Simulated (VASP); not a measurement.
# Rh (Pm-3m) in VASP: further runs

Runs on Rh. Level: PBE. Tasks: single point.

Everything below comes from runs of VASP 6.6.1. Logs are shortened: lines on timing, memory, paths and dates and some standing lists are left out, and cuts for length are marked.

### Step 1. The cell of the first run

Symmetry: Pm-3m, No. 221, cubic system. Conventional cell: a = 2.446 Å, b = 2.446 Å, c = 2.446 Å, α = 90.00°, β = 90.00°, γ = 90.00°. Within 3.2 Å of Rh (site symmetry m-3m) lie 6 Rh at 2.45 Å.

This isn't the form of Rh at room conditions, which is fcc.

### Step 2. Single point, PBE

INCAR reads:

```
  PREC = Accurate
  ENCUT = 520
  EDIFF = 1E-7
  ISMEAR = -1
  SIGMA = 0.05
  LREAL = F
  LASPH = T
  NELM = 100
  ALGO = Normal
  ISIF = 2
  LWAVE = F
  LCHARG = F
  GGA = PE
  NBANDS = 14
```

KPOINTS reads:

```
regular mesh
0
Gamma
  16 16 16
```

POSCAR reads:

```
Rh
1.0
    2.4463785864      0.0000000000      0.0000000000
    0.0000000000      2.4463785864      0.0000000000
    0.0000000000      0.0000000000      2.4463785864
Rh
1
Direct
    0.0000000000      0.0000000000      0.0000000000
```

Potentials or basis: VASP PAW PBE potentials, release 64 (Rh_pv).

The run is started by

```console
$ cat potpaw_PBE.64/Rh_pv/POTCAR > POTCAR
$ mpirun -np 1 vasp_std > vasp.out
```

OUTCAR:

```text
PREC = Accurate
   ENCUT = 520
   EDIFF = 1E-7
   ISMEAR = -1
   LREAL = F
   LASPH = T
   NELM = 100
   ISIF = 2
   GGA = PE

 ion  position               nearest neighbor table
   1  0.000  0.000  0.000-

  LATTYP: Found a simple cubic cell.
 ALAT       =     2.4463785864

  Lattice vectors:

 A1 = (   2.4463785864,   0.0000000000,   0.0000000000)
 A2 = (   0.0000000000,   2.4463785864,   0.0000000000)
 A3 = (   0.0000000000,   0.0000000000,   2.4463785864)

Analysis of symmetry for initial positions (statically):
=====================================================================
 Subroutine PRICEL returns:
 Original cell was already a primitive cell.

 Routine SETGRP: Setting up the symmetry group for a
 simple cubic supercell.

 Subroutine GETGRP returns: Found 48 space group operations
 (whereof 48 operations were pure point group operations)
 out of a pool of 48 trial point group operations.

The static configuration has the point symmetry O_h .

Analysis of symmetry for dynamics (positions and initial velocities):
=====================================================================
 Subroutine PRICEL returns:
 Original cell was already a primitive cell.

 Routine SETGRP: Setting up the symmetry group for a
 simple cubic supercell.

 Subroutine GETGRP returns: Found 48 space group operations
 (whereof 48 operations were pure point group operations)
 out of a pool of 48 trial point group operations.

The dynamic configuration has the point symmetry O_h .

 Subroutine INISYM returns: Found 48 space group operations
 (whereof 48 operations are pure point group operations),
 and found     1 'primitive' translations

----------------------------------------------------------------------------------------

                                     Primitive cell

  volume of cell :      14.6410

  direct lattice vectors                    reciprocal lattice vectors
     2.446378586  0.000000000  0.000000000     0.408767476  0.000000000  0.000000000
     0.000000000  2.446378586  0.000000000     0.000000000  0.408767476  0.000000000
     0.000000000  0.000000000  2.446378586     0.000000000  0.000000000  0.408767476

  length of vectors
     2.446378586  2.446378586  2.446378586     0.408767476  0.408767476  0.408767476

  position of ions in fractional coordinates (direct lattice)
     0.000000000  0.000000000  0.000000000

  ion indices of the primitive-cell ions
   primitive index   ion index
                 1           1

----------------------------------------------------------------------------------------

 KPOINTS: regular mesh

Automatic generation of k-mesh.
 Grid dimensions read from file:
 generate k-points for:   16   16   16

 Generating k-lattice:

  Cartesian coordinates                     Fractional coordinates (reciprocal lattice)
     0.025547967  0.000000000  0.000000000     0.062500000  0.000000000  0.000000000
     0.000000000  0.025547967  0.000000000     0.000000000  0.062500000  0.000000000
     0.000000000  0.000000000  0.025547967     0.000000000  0.000000000  0.062500000

  Length of vectors
     0.025547967  0.025547967  0.025547967

  Shift w.r.t. Gamma in fractional coordinates (k-lattice)
     0.000000000  0.000000000  0.000000000

 Subroutine IBZKPT returns following result:
 ===========================================

 Found    165 irreducible k-points:

 Following reciprocal coordinates:
            Coordinates               Weight
  0.000000  0.000000  0.000000      1.000000
  0.062500  0.000000  0.000000      6.000000
  0.125000  0.000000  0.000000      6.000000
  0.187500  0.000000  0.000000      6.000000
  0.250000  0.000000  0.000000      6.000000
  0.312500  0.000000  0.000000      6.000000
[... 16 lines left out ...]
  0.437500  0.125000  0.000000     24.000000
  0.500000  0.125000  0.000000     12.000000
 [... further k-points ...]
   k-points           NKPTS =    165   k-points in BZ     NKDIM =    165   number of bands    NBANDS=     14
   number of dos      NEDOS =    301   number of ions     NIONS =      1
   total plane-waves  NPLWV =   5832
   dimension x,y,z NGX =    18 NGY =   18 NGZ =   18
   dimension x,y,z NGXF=    36 NGYF=   36 NGZF=   36
   ions per type =               1
   NGX,Y,Z   is equivalent  to a cutoff of  12.23, 12.23, 12.23 a.u.
   NGXF,Y,Z  is equivalent  to a cutoff of  24.46, 24.46, 24.46 a.u.
 SYSTEM =  unknown system
   PREC   = accura    normal or accurate (medium, high low for compatibility)
   ISTART =      0    job   : 0-new  1-cont  2-samecut
   ICHARG =      2    charge: 1-file 2-atom 10-const
   ISPIN  =      1    spin polarized calculation?
   LNONCOLLINEAR =      F non collinear calculations
   LSORBIT =      F    spin-orbit coupling
   LASPH  =      T    aspherical Exc in radial PAW
   ENCUT  =  520.0 eV  38.22 Ry    6.18 a.u.   4.55  4.55  4.55*2*pi/ulx,y,z
   NELM   =    100;   NELMIN=  2; NELMDL= -5     # of ELM steps
   EDIFF  = 0.1E-06   stopping-criterion for ELM
   LREAL  =      F    real-space projection
   EDIFFG = 0.1E-05   stopping-criterion for IOM
   NSW    =      0    number of steps for IOM
   IBRION =     -1    ionic relax: 0-MD 1-quasi-New 2-CG
   NFREE  =      0    steps in history (QN), initial steepest desc. (CG)
   ISIF   =      2    stress and relaxation
   ISYM   =      2    0-nonsym 1-usesym 2-fastsym
   POTIM  = 0.5000    time-step for ionic-motion
   TEBEG  =    0.0;   TEEND  =   0.0 temperature during run
   PSTRESS=    0.0 pullay stress
   NELECT =      15.0000    total number of electrons
   NUPDOWN=      -1.0000    fix difference up-down
   EMIN   =  10.00;   EMAX   =-10.00  energy-range for DOS
   EFERMI =   0.00;   METHOD = LEGACY
   ISMEAR =    -1;   SIGMA  =   0.05  broadening in eV -4-tet -1-fermi 0-gaus
   EFERMI_NEDOS =   21; number of points for ismear=-14 and -15
   IALGO  =     38    algorithm
   IMIX   =      4    mixing-type and parameters
     AMIX     =   0.40;   BMIX     =  1.00
     AMIX_MAG =   1.60;   BMIX_MAG =  1.00
  volume/ion in A,a.u.               =      14.64        98.80
  Fermi-wavevector in a.u.,A,eV,Ry     =   1.650371  3.118749 37.058521  2.723724
  Thomas-Fermi vector in A             =   2.739332
   LORBIT       =      0    0 simple, 1 ext, 2 COOP (PROOUT), +10 PAW based schemes
   GGA     = PE    functional components
   LHFCALC =     F    Hartree Fock is set to
   AEXX    =    0.0000 exact exchange contribution
   IVDW    =     0    specifies the selected vdW correction
   LEPSILON=     F    determine dielectric tensor
   LRPA    =     F    only Hartree local field effects (RPA)
 non-spin polarized calculation
  energy-cutoff  :      520.00
  volume of cell :       14.64
 maximum number of plane-waves:       413
   NGX =  9   NGY =  9   NGZ =  9

 number of electron      15.0000015 magnetization

 Free energy of the ion-electron system (eV)
  ---------------------------------------------------
  ext. energy  EPLUGINS =         0.00000000
  ---------------------------------------------------
  free energy    TOTEN  =        -6.34767942 eV

  energy without entropy =       -6.33457595  energy(sigma->0) =       -6.34112768

 E-fermi :  10.9380     XC(G=0): -13.4660

 val. band max:       10.9142263589   @ k =   0.1875   0.1875   0.0625
 cond. band min:      10.9440606020   @ k =   0.5000   0.3125   0.1250
 fundamental gap:      0.0298342431
 Fermi energy:        10.9380019827

 k-point     1 :       0.0000    0.0000    0.0000
  band No.  band energies     occupation
      1     -35.2034      2.00000
      2     -35.2034      2.00000
      3     -35.2034      2.00000
      4       3.5069      2.00000
      5       5.0549      2.00000
      6       5.0549      2.00000
      7      11.8664      0.00000
      8      11.8664      0.00000
      9      11.8664      0.00000
     10      28.5639      0.00000
     11      28.5639      0.00000
     12      28.5639      0.00000
     13      31.9189      0.00000
     14      36.6506      0.00000

 k-point     2 :       0.0625    0.0000    0.0000
  band No.  band energies     occupation
      1     -35.2426      2.00000
      2     -35.2001      2.00000
      3     -35.2001      2.00000
      4       3.6302      2.00000
      5       5.0806      2.00000
      6       5.1765      2.00000
      7      11.7493      0.00000
      8      11.7493      0.00000
      9      11.8754      0.00000
     10      27.7532      0.00000
     11      28.7867      0.00000
     12      28.7867      0.00000
     13      31.9198      0.00000
     14      35.7799      0.00000

 k-point     3 :       0.1250    0.0000    0.0000
  band No.  band energies     occupation
      1     -35.3536      2.00000
      2     -35.1907      2.00000
      3     -35.1907      2.00000
      4       3.9604      2.00000
      5       5.1544      2.00000
      6       5.5622      2.00000
      7      11.4287      0.00011
      8      11.4287      0.00011
      9      11.9012      0.00000
     10      26.0101      0.00000
     11      29.4188      0.00000
     12      29.4188      0.00000
     13      31.9209      0.00000
     14      34.3316      0.00000
[... 324 lines left out ...]
 k-point    23 :       0.4375    0.1250    0.0000
  band No.  band energies     occupation
      1     -36.1350      2.00000
      2     -35.2636      2.00000
      3     -35.1074      2.00000
      4       5.9541      2.00000
      5       6.6727      2.00000
      6       7.8988      2.00000
      7       9.5092      2.00000
      8      11.7155      0.00000
      9      11.8829      0.00000
     10      18.4352      0.00000
     11      28.9423      0.00000
     12      31.8471      0.00000
     13      31.9641      0.00000
     14      34.1172      0.00000

 k-point    24 :       0.5000    0.1250    0.0000
  band No.  band energies     occupation
      1     -36.1706      2.00000
      2     -35.2600      2.00000
      3     -35.1040      2.00000
      4       5.9994      2.00000
      5       6.8027      2.00000
      6       7.7933      2.00000
      7       9.4307      2.00000
      8      11.7267      0.00000
      9      12.3066      0.00000
     10      17.9773      0.00000
     11      28.8541      0.00000
     12      31.9182      0.00000
     13      32.4020      0.00000
     14      33.3032      0.00000

 [... further k-points ...]
[... 5 lines left out ...]
  --------------------------------------------------------------------------------------
  -------------------------------------------------------------------------------------
  Total        2.3902627      2.3902627      2.3902627      0.0000000     -0.0000000     -0.0000000
  in kB      261.5683616    261.5683616    261.5683616      0.0000000     -0.0000000     -0.0000000
  external PRESSURE =     261.5683616 kB  Pullay stress =       0.0000000 kB

 VOLUME and BASIS-vectors are now :
 -----------------------------------------------------------------------------
  energy-cutoff  :      520.00
  volume of cell :       14.64
      direct lattice vectors                 reciprocal lattice vectors
     2.446378586  0.000000000  0.000000000     0.408767476  0.000000000  0.000000000
     0.000000000  2.446378586  0.000000000     0.000000000  0.408767476  0.000000000
     0.000000000  0.000000000  2.446378586     0.000000000  0.000000000  0.408767476

 POSITION                                       TOTAL-FORCE (eV/Angst)
 -----------------------------------------------------------------------------------
      0.00000      0.00000      0.00000         0.000000      0.000000      0.000000
 -----------------------------------------------------------------------------------
    total drift:                                0.000000      0.000000      0.000000

  FREE ENERGIE OF THE ION-ELECTRON SYSTEM (eV)
  ---------------------------------------------------
  free  energy   TOTEN  =        -6.3476794189 eV

  energy  without entropy=       -6.3345759500  energy(sigma->0) =       -6.34112768
```

Run time: 26 s. Hardware: 1 thread of Intel Xeon Platinum 8259CL at 2.50GHz (Skylake/Cascade Lake), shared host; peak memory 0.14 GiB.

Results:

* Free energy: -6.3477 eV
* Pressure: 26.2 GPa
* Band gap on the k mesh: zero (an odd number of electrons rules out a gap without spin polarisation)

Caveat: the cell stands under pressure.

### Step 3. Single point, PBE

INCAR reads:

```
PREC = Accurate ; ENCUT = 520
EDIFF = 1E-6 ; ISMEAR = -1
SIGMA = 0.05 ; LREAL = False
LASPH = True ; NELM = 100
ALGO = Normal ; ISIF = 2
LWAVE = False ; LCHARG = False
GGA = PE ; NBANDS = 14
```

KPOINTS reads:

```
Automatic mesh
0
Gamma
  16 16 16
```

POSCAR reads:

```
Rh
1.0
    2.4462309941      0.0000000000      0.0000000000
    0.0000000000      2.4462309941      0.0000000000
    0.0000000000      0.0000000000      2.4462309941
Rh
1
Direct
    0.0000000000      0.0000000000      0.0000000000
```

Potentials or basis: VASP PAW PBE potentials, release 64 (Rh_pv).

The run is started by

```console
$ cat potpaw_PBE.64/Rh_pv/POTCAR > POTCAR
$ mpirun -np 1 vasp_std > vasp.out
```

Run time: 31 s. Hardware: 1 thread of Intel Xeon Platinum 8259CL at 2.50GHz (Skylake/Cascade Lake), shared host; peak memory 0.14 GiB.

Results (log left out):

- Free energy: -6.3472 eV
- Pressure: 26.2 GPa
- Band gap on the k mesh: zero (an odd number of electrons rules out a gap without spin polarisation)

Levels at points of the mesh, in eV from the Fermi level:
```
           k point  band 3  band 4  band 5  band 6  band 7  band 8  band 9  band 10  band 11  band 12
(0.00, 0.00, 0.00)  -46.14   -7.43   -5.88   -5.88    0.93    0.93    0.93    17.63    17.63    17.63
(0.50, 0.00, 0.00)  -46.05   -5.16   -4.84   -1.58   -1.58   -0.26    1.17     7.05    17.68    20.98
(0.50, 0.50, 0.00)  -45.97   -6.51   -4.13   -1.09   -1.09    2.76    5.94     5.94    14.07    15.31
(0.50, 0.50, 0.50)  -46.88   -5.18   -5.18   -5.18    2.92    2.92    9.93    13.17    13.17    13.17
```

Caveat: the cell stands under pressure.
